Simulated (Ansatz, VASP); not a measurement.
BN in VASP and in Ansatz

Contents of INCAR:

```
SYSTEM = BN
PREC = Accurate
ENCUT = 520
EDIFF = 1E-6
ISMEAR = 0
SIGMA = 0.05
LREAL = .FALSE.
LASPH = .TRUE.
NELM = 80
ALGO = Normal
ISIF = 2
LWAVE = .FALSE.
LCHARG = .FALSE.
NBANDS = 16
```

The input KPOINTS:

```
regular mesh
0
G
  12 12 6
  0 0 0
```

File POSCAR:

```
BN
1.0
    2.5539396017      0.0000000000      0.0000000000
   -1.2769698009      2.2117765748      0.0000000000
    0.0000000000      0.0000000000      4.2268550000
B N
2 2
Direct
    0.6666666667      0.3333333333      1.0470405036
    0.3333333333      0.6666666667      0.4997240000
    0.6666666667      0.3333333333      0.6252760000
    0.3333333333      0.6666666667      0.1252760000
```

Input for Ansatz:

```yaml
crystal:
  lattice:
    - [2.5539396017, 0.0, 0.0]
    - [-1.2769698009, 2.2117765748, 0.0]
    - [0.0, 0.0, 4.226855]
  atoms:
    - { symbol: B, position: [0.6666666667, 0.3333333333, 1.0470405036] }
    - { symbol: B, position: [0.3333333333, 0.6666666667, 0.499724] }
    - { symbol: "N", position: [0.6666666667, 0.3333333333, 0.625276] }
    - { symbol: "N", position: [0.3333333333, 0.6666666667, 0.125276] }
basis:
  ecutwfc: 420
kpoints:
  mp_grid: { grid: [12, 12, 6] }
hamiltonian:
  xc: lda
scf:
  occupations: { method: gaussian, width: 0.05 }
output:
  forces: true
  stress: true
  eigenvalues: true
```

Alike in both runs: task single point; functional LDA; k mesh 12 × 12 × 6; occupations gaussian, width 0.05 eV; no spin polarisation.

```csv
,VASP,Ansatz
version,VASP 6.6.1,Ansatz 0.2.0
potentials or method,"VASP PAW LDA potentials, release 64 (B, N), cutoff 520 eV","scalar-relativistic, plane waves, PAW"
valence electrons in the cell,16,16
```

```csv
,VASP,Ansatz,Ansatz less VASP
gap on the k mesh at the Fermi level (eV),4.75,4.76,+0.012
least direct gap on the mesh (eV),7.34,7.34,+0.004
pressure (GPa),-7.1,-8.0,-0.85
"traceless stress, the component that is largest in VASP (GPa)",3.29,3.50,+0.217
rms of the force components (eV/Å),1.672,1.667,-0.0047
```

LDA's correlation is that of Perdew and Zunger in VASP and of Perdew and Wang (1992) in Ansatz. Atom by atom the forces differ by 0.009 eV/Å (rms over components).
